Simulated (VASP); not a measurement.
# Be (Fm-3m) in VASP: further runs, part 2 of 2

VASP 6.6.1. Earlier steps stand in the parts before.

**3. Single point, PBEsol**

Input file INCAR:

```
PREC = Accurate
ENCUT = 520
EDIFF = 1E-6
ISMEAR = -1
SIGMA = 0.08
LREAL = F
LASPH = T
NELM = 80
ALGO = Normal
ISIF = 2
LWAVE = F
LCHARG = F
GGA = PS
NBANDS = 7
```

Input file KPOINTS:

```
regular mesh
0
Gamma
  21 21 21
```

Input file POSCAR:

```
Be
1.0
    0.0000000000      1.5262020085      1.5262020085
    1.5262020085      0.0000000000      1.5262020085
    1.5262020085      1.5262020085      0.0000000000
Be
1
Direct
    0.0000000000      0.0000000000      0.0000000000
```

Potentials or basis: VASP PAW PBE potentials, release 64 (Be).

Started as:

```console
$ cat potpaw_PBE.64/Be/POTCAR > POTCAR
$ mpirun -np 1 vasp_std > vasp.out
```

OUTCAR:

```text
PREC = Accurate
   ENCUT = 520
   EDIFF = 1E-6
   ISMEAR = -1
   LREAL = F
   LASPH = T
   NELM = 80
   ISIF = 2
   GGA = PS

 ion  position               nearest neighbor table
   1  0.000  0.000  0.000-

  LATTYP: Found a face centered cubic cell.
 ALAT       =     3.0524040170

  Lattice vectors:

 A1 = (   0.0000000000,   1.5262020085,   1.5262020085)
 A2 = (   1.5262020085,   0.0000000000,   1.5262020085)
 A3 = (   1.5262020085,   1.5262020085,   0.0000000000)

Analysis of symmetry for initial positions (statically):
=====================================================================
 Subroutine PRICEL returns:
 Original cell was already a primitive cell.

 Routine SETGRP: Setting up the symmetry group for a
 face centered cubic supercell.

 Subroutine GETGRP returns: Found 48 space group operations
 (whereof 48 operations were pure point group operations)
 out of a pool of 48 trial point group operations.

The static configuration has the point symmetry O_h .

Analysis of symmetry for dynamics (positions and initial velocities):
=====================================================================
 Subroutine PRICEL returns:
 Original cell was already a primitive cell.

 Routine SETGRP: Setting up the symmetry group for a
 face centered cubic supercell.

 Subroutine GETGRP returns: Found 48 space group operations
 (whereof 48 operations were pure point group operations)
 out of a pool of 48 trial point group operations.

The dynamic configuration has the point symmetry O_h .

 Subroutine INISYM returns: Found 48 space group operations
 (whereof 48 operations are pure point group operations),
 and found     1 'primitive' translations

----------------------------------------------------------------------------------------

                                     Primitive cell

  volume of cell :       7.1099

  direct lattice vectors                    reciprocal lattice vectors
     0.000000000  1.526202009  1.526202009    -0.327610629  0.327610629  0.327610629
     1.526202009  0.000000000  1.526202009     0.327610629 -0.327610629  0.327610629
     1.526202009  1.526202009  0.000000000     0.327610629  0.327610629 -0.327610629

  length of vectors
     2.158375579  2.158375579  2.158375579     0.567438255  0.567438255  0.567438255

  position of ions in fractional coordinates (direct lattice)
     0.000000000  0.000000000  0.000000000

  ion indices of the primitive-cell ions
   primitive index   ion index
                 1           1

----------------------------------------------------------------------------------------

 KPOINTS: regular mesh

Automatic generation of k-mesh.
 Grid dimensions read from file:
 generate k-points for:   21   21   21

 Generating k-lattice:

  Cartesian coordinates                     Fractional coordinates (reciprocal lattice)
    -0.015600506  0.015600506  0.015600506     0.047619048  0.000000000  0.000000000
     0.015600506 -0.015600506  0.015600506     0.000000000  0.047619048  0.000000000
     0.015600506  0.015600506 -0.015600506     0.000000000  0.000000000  0.047619048

  Length of vectors
     0.027020869  0.027020869  0.027020869

  Shift w.r.t. Gamma in fractional coordinates (k-lattice)
     0.000000000  0.000000000  0.000000000

 Subroutine IBZKPT returns following result:
 ===========================================

 Found    286 irreducible k-points:

 Following reciprocal coordinates:
            Coordinates               Weight
  0.000000  0.000000  0.000000      1.000000
  0.047619  0.000000  0.000000      8.000000
  0.095238  0.000000  0.000000      8.000000
  0.142857  0.000000  0.000000      8.000000
  0.190476  0.000000  0.000000      8.000000
  0.238095  0.000000  0.000000      8.000000
[... 16 lines left out ...]
 -0.428571  0.047619  0.000000     24.000000
 -0.380952  0.047619  0.000000     24.000000
 [... further k-points ...]
   k-points           NKPTS =    286   k-points in BZ     NKDIM =    286   number of bands    NBANDS=      7
   number of dos      NEDOS =    301   number of ions     NIONS =      1
   total plane-waves  NPLWV =   4096
   dimension x,y,z NGX =    16 NGY =   16 NGZ =   16
   dimension x,y,z NGXF=    32 NGYF=   32 NGZF=   32
   ions per type =               1
   NGX,Y,Z   is equivalent  to a cutoff of  12.32, 12.32, 12.32 a.u.
   NGXF,Y,Z  is equivalent  to a cutoff of  24.65, 24.65, 24.65 a.u.
 SYSTEM =  unknown system
   PREC   = accura    normal or accurate (medium, high low for compatibility)
   ISTART =      0    job   : 0-new  1-cont  2-samecut
   ICHARG =      2    charge: 1-file 2-atom 10-const
   ISPIN  =      1    spin polarized calculation?
   LNONCOLLINEAR =      F non collinear calculations
   LSORBIT =      F    spin-orbit coupling
   LASPH  =      T    aspherical Exc in radial PAW
   ENCUT  =  520.0 eV  38.22 Ry    6.18 a.u.   4.01  4.01  4.01*2*pi/ulx,y,z
   NELM   =     80;   NELMIN=  2; NELMDL= -5     # of ELM steps
   EDIFF  = 0.1E-05   stopping-criterion for ELM
   LREAL  =      F    real-space projection
   EDIFFG = 0.1E-04   stopping-criterion for IOM
   NSW    =      0    number of steps for IOM
   IBRION =     -1    ionic relax: 0-MD 1-quasi-New 2-CG
   NFREE  =      0    steps in history (QN), initial steepest desc. (CG)
   ISIF   =      2    stress and relaxation
   ISYM   =      2    0-nonsym 1-usesym 2-fastsym
   POTIM  = 0.5000    time-step for ionic-motion
   TEBEG  =    0.0;   TEEND  =   0.0 temperature during run
   PSTRESS=    0.0 pullay stress
   NELECT =       2.0000    total number of electrons
   NUPDOWN=      -1.0000    fix difference up-down
   EMIN   =  10.00;   EMAX   =-10.00  energy-range for DOS
   EFERMI =   0.00;   METHOD = LEGACY
   ISMEAR =    -1;   SIGMA  =   0.08  broadening in eV -4-tet -1-fermi 0-gaus
   EFERMI_NEDOS =   21; number of points for ismear=-14 and -15
   IALGO  =     38    algorithm
   IMIX   =      4    mixing-type and parameters
     AMIX     =   0.40;   BMIX     =  1.00
     AMIX_MAG =   1.60;   BMIX_MAG =  1.00
  volume/ion in A,a.u.               =       7.11        47.98
  Fermi-wavevector in a.u.,A,eV,Ry     =   1.072662  2.027037 15.654908  1.150603
  Thomas-Fermi vector in A             =   2.208438
   LORBIT       =      0    0 simple, 1 ext, 2 COOP (PROOUT), +10 PAW based schemes
   GGA     = PS    functional components
   LHFCALC =     F    Hartree Fock is set to
   AEXX    =    0.0000 exact exchange contribution
   IVDW    =     0    specifies the selected vdW correction
   LEPSILON=     F    determine dielectric tensor
   LRPA    =     F    only Hartree local field effects (RPA)
 non-spin polarized calculation
  energy-cutoff  :      520.00
  volume of cell :        7.11
 maximum number of plane-waves:       200
   NGX =  9   NGY =  9   NGZ =  9

 number of electron       2.0000000 magnetization

 Free energy of the ion-electron system (eV)
  ---------------------------------------------------
  ext. energy  EPLUGINS =         0.00000000
  ---------------------------------------------------
  free energy    TOTEN  =        -3.89156371 eV

  energy without entropy =       -3.89031965  energy(sigma->0) =       -3.89094168

 E-fermi :   8.4657     XC(G=0): -10.9655

 val. band max:        8.4400940685   @ k =  -0.2857   0.4762   0.1905
 cond. band min:       8.5006167091   @ k =  -0.3810   0.3333   0.0000
 fundamental gap:      0.0605226406
 Fermi energy:         8.4656943348

 k-point     1 :       0.0000    0.0000    0.0000
  band No.  band energies     occupation
      1      -4.0170      2.00000
      2      29.5370      0.00000
      3      29.5370      0.00000
      4      29.5370      0.00000
      5      39.5099      0.00000
      6      39.5099      0.00000
      7      39.5099      0.00000
[... 221 lines left out ...]
 k-point    24 :      -0.3810    0.0476    0.0000
  band No.  band energies     occupation
      1       1.2252      2.00000
      2      11.2439      0.00000
      3      25.5949      0.00000
      4      26.7767      0.00000
      5      35.7467      0.00000
      6      37.0406      0.00000
      7      41.1335      0.00000

 [... further k-points ...]

------------------------ aborting loop because EDIFF is reached ----------------------------------------

  FORCE on cell =-STRESS in cart. coord.  units (eV):
  Direction    XX          YY          ZZ          XY          YZ          ZX
  --------------------------------------------------------------------------------------
  -------------------------------------------------------------------------------------
  Total        0.6051230      0.6051230      0.6051230      0.0000000      0.0000000      0.0000000
  in kB      136.3603752    136.3603752    136.3603752      0.0000000      0.0000000      0.0000000
  external PRESSURE =     136.3603752 kB  Pullay stress =       0.0000000 kB

 VOLUME and BASIS-vectors are now :
 -----------------------------------------------------------------------------
  energy-cutoff  :      520.00
  volume of cell :        7.11
      direct lattice vectors                 reciprocal lattice vectors
     0.000000000  1.526202009  1.526202009    -0.327610629  0.327610629  0.327610629
     1.526202009  0.000000000  1.526202009     0.327610629 -0.327610629  0.327610629
     1.526202009  1.526202009  0.000000000     0.327610629  0.327610629 -0.327610629

 POSITION                                       TOTAL-FORCE (eV/Angst)
 -----------------------------------------------------------------------------------
      0.00000      0.00000      0.00000        -0.000000      0.000000     -0.000000
 -----------------------------------------------------------------------------------
    total drift:                               -0.000000     -0.000000     -0.000000

  FREE ENERGIE OF THE ION-ELECTRON SYSTEM (eV)
  ---------------------------------------------------
  free  energy   TOTEN  =        -3.8915637114 eV

  energy  without entropy=       -3.8903196512  energy(sigma->0) =       -3.89094168
```

stdout:

```text
POSCAR found type information on POSCAR Be
 POSCAR found :  1 types and       1 ions
 scaLAPACK will be used
 -----------------------------------------------------------------------------
|                                                                             |
|                                                                             |
|     You enforced a specific xc type in the INCAR file but a different       |
|     I HOPE YOU KNOW WHAT YOU ARE DOING!                                     |
|                                                                             |
 -----------------------------------------------------------------------------

 LDA part: xc-table for (Slater+PW92), standard interpolation
 POSCAR, INCAR and KPOINTS ok, starting setup
 FFT: planning ... GRIDC
 FFT: planning ... GRID_SOFT
 FFT: planning ... GRID
 WAVECAR not read
 entering main loop
```

Wall time 6.2 s (1 thread of Intel Xeon 8259CL, shared host); peak memory 0.12 GiB.

Results:

| Item | Value |
| --- | --- |
| Free energy | -3.8916 eV |
| Pressure | 13.6 GPa |
| Band gap on the k mesh | zero (bands 1 and 2 overlap by 0.54 eV) |

Caveat: the cell stands under pressure; the PAW data sets were made with another functional, which shifts forces and pressure a little.
